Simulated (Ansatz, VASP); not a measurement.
# One calculation of WS2, two programs

The input INCAR:

```
  PREC = Accurate
  ENCUT = 400
  EDIFF = 1E-6
  ISMEAR = 0
  SIGMA = 0.01
  LREAL = F
  LASPH = T
  NELM = 200
  ALGO = Normal
  ISIF = 2
  LWAVE = F
  LCHARG = F
  LNONCOLLINEAR = T
  MAGMOM = 0 0 0 0 0 0 0 0 0
  LORBIT = 11
  LSORBIT = T
  GGA_COMPAT = F
  LORBMOM = T
  LMAXMIX = 4
  LDIPOL = T
  IDIPOL = 3
  DIPOL = 0.5 0.5 0.351
  GGA = PS
  NBANDS = 39
  NELMDL = -8
```

File KPOINTS:

```
regular mesh
0
Gamma
  12 12 1
```

POSCAR

```
WS2
1.0
    3.1845300000      0.0000000000      0.0000000000
   -1.5922650000      2.7578838791      0.0000000000
    0.0000000000      0.0000000000     30.0839999998
S W
2 1
Direct
    0.6666666667      0.3333333333      0.2997680145
    0.6666666667      0.3333333333      0.4029975752
    0.3333333333      0.6666666667      0.3513827948
```

Input for Ansatz:

```yaml
crystal:
  lattice:
    - [3.18453, 0.0, 0.0]
    - [-1.592265, 2.7578838791, 0.0]
    - [0.0, 0.0, 30.0839999998]
  atoms:
    - { symbol: S, position: [0.6666666667, 0.3333333333, 0.2997680145] }
    - { symbol: W, position: [0.3333333333, 0.6666666667, 0.3513827948] }
    - { symbol: S, position: [0.6666666667, 0.3333333333, 0.4029975752] }
  periodic: [true, true, false]
scf:
  occupations: { method: gaussian, width: 0.01 }
  n_extra_bands: 8
output:
  eigenvalues: true
  eigenstates:
    kpoints:
      - [0.0, 0.0, 0.0]
      - [0.016667, 0.016667, 0.0]
      - [0.033333, 0.033333, 0.0]
      - [0.05, 0.05, 0.0]
      - [0.066667, 0.066667, 0.0]
      - [0.1, 0.1, 0.0]
      - [0.133333, 0.133333, 0.0]
      - [0.166667, 0.166667, 0.0]
      - [0.2, 0.2, 0.0]
      - [0.233333, 0.233333, 0.0]
      - [0.25, 0.25, 0.0]
      - [0.266667, 0.266667, 0.0]
      - [0.283333, 0.283333, 0.0]
      - [0.3, 0.3, 0.0]
      - [0.316667, 0.316667, 0.0]
      - [0.333333, 0.333333, 0.0]
      - [0.35, 0.35, 0.0]
      - [0.366667, 0.366667, 0.0]
      - [0.383333, 0.383333, 0.0]
      - [0.4, 0.4, 0.0]
      - [0.025, 0.0, 0.0]
      - [0.05, 0.0, 0.0]
      - [0.075, 0.0, 0.0]
      - [0.1, 0.0, 0.0]
      - [0.5, 0.0, 0.0]
    top_band: c8
    e_range: [-2.5, 3]
kpoints:
  mp_grid: { grid: [12, 12, 1] }
hamiltonian:
  xc: pbesol
  pseudopotentials: { kind: paw_fr }
magnetization:
  noncollinear: true
  spin_orbit: true
```

Alike in both runs: task single point; functional PBEsol; k mesh 12 × 12 × 1; occupations gaussian, width 0.01 eV; non-collinear spin, spin-orbit coupling.

|  | VASP | Ansatz |
| --- | --- | --- |
| version | VASP 6.6.1 | Ansatz 0.2.0 |
| potentials or method | VASP PAW PBE potentials, release 64 (S, W_sv) | plane waves, PAW |
| plane-wave cutoff (eV) | 400 | 420 |
| valence electrons in the cell | 26 | 26 |

|  | VASP | Ansatz | Ansatz less VASP |
| --- | --- | --- | --- |
| net moment per atom (μB) | 0.00 | 0.00 | 0.000 |

VASP's potentials were made for PBE, not for PBEsol.
